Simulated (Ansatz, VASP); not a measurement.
# C: VASP beside Ansatz

```xyz
2
Lattice="0.0000 1.7834 1.7834 1.7834 0.0000 1.7834 1.7834 1.7834 0.0000" Properties=species:S:1:pos:R:3 pbc="T T T"
C     1.7834    1.7834    1.7834
C     2.6752    2.6752    2.6752
```

Alike in both runs: task single point; functional r2SCAN; k mesh 12 × 12 × 12; occupations gaussian, width 0.05 eV; no spin polarisation.

```csv
,VASP,Ansatz
version,VASP 6.6.1,Ansatz 0.2.0
potentials or method,"VASP PAW PBE potentials, release 64 (C), cutoff 520 eV","PAW, plane waves, scalar-relativistic"
valence electrons in the cell,8,8
```

VASP gave:

```
gap on the k mesh at the Fermi level (eV) : 4.34
pressure (GPa)                            : -1.4
```

Q: Which values does Ansatz return?

A: gap on the k mesh at the Fermi level (eV): 4.37; pressure (GPa): -2.5.

VASP's potentials were made for PBE, not for r2SCAN.
